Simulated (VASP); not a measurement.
**SnSe2: single point with PBE**

The system is SnSe2.

```xyz
3
Lattice="1.9055 3.3004 0.0000 -1.9055 3.3004 0.0000 0.0000 0.0000 6.1360" Properties=species:S:1:pos:R:3 pbc="T T T"
Sn    0.0000    0.0000    0.0000
Se   -0.0002    2.2004    1.5279
Se    0.0002    4.4004    4.6081
```

- Program: VASP 6.6.1
- Task: single point
- Functional: PBE
- Potentials or basis: VASP PAW PBE potentials, release 64 (Sn_d, Se)
- Cutoff: 520 eV
- k mesh: 5 × 5 × 3
- Occupations: methfessel-paxton, width 0.109 eV
- Spin: no spin polarisation
- Dipole correction: no
- Further INCAR settings: ALGO = Normal; EDIFF = 1e-06; NBANDS = 20

* Pressure: 5.7 GPa
* Largest force: 0.750 eV/Å
* Band gap on the k mesh: 0.79 eV, indirect (least direct gap 1.09 eV)

Forces on the atoms (eV/Å):
```
Sn   0.000  0.000  0.000
Se   0.001 -0.001  0.750
Se  -0.001  0.001 -0.750
```

Stress tensor (GPa, compression positive):
```
5.43 0.00 0.00
0.00 5.43 0.00
0.00 0.00 6.38
```

Levels at points of the mesh, in eV from the valence-band top:
| k point | band 9 | band 10 | band 11 | band 12 | band 13 | band 14 | band 15 | band 16 | band 17 | band 18 |
| --- | --- | --- | --- | --- | --- | --- | --- | --- | --- | --- |
| (0.00, 0.00, 0.00) | -0.70 | -0.69 | -0.39 | -0.39 | 0.00 | 1.09 | 2.95 | 4.64 | 4.64 | 8.13 |

It took 37 s on 1 thread of Intel Xeon 8259CL, on a shared host, peak memory 0.2 GiB.

Caveat: spin-orbit coupling is left out, which moves the levels of the heavy elements. A k mesh can miss the band edges.
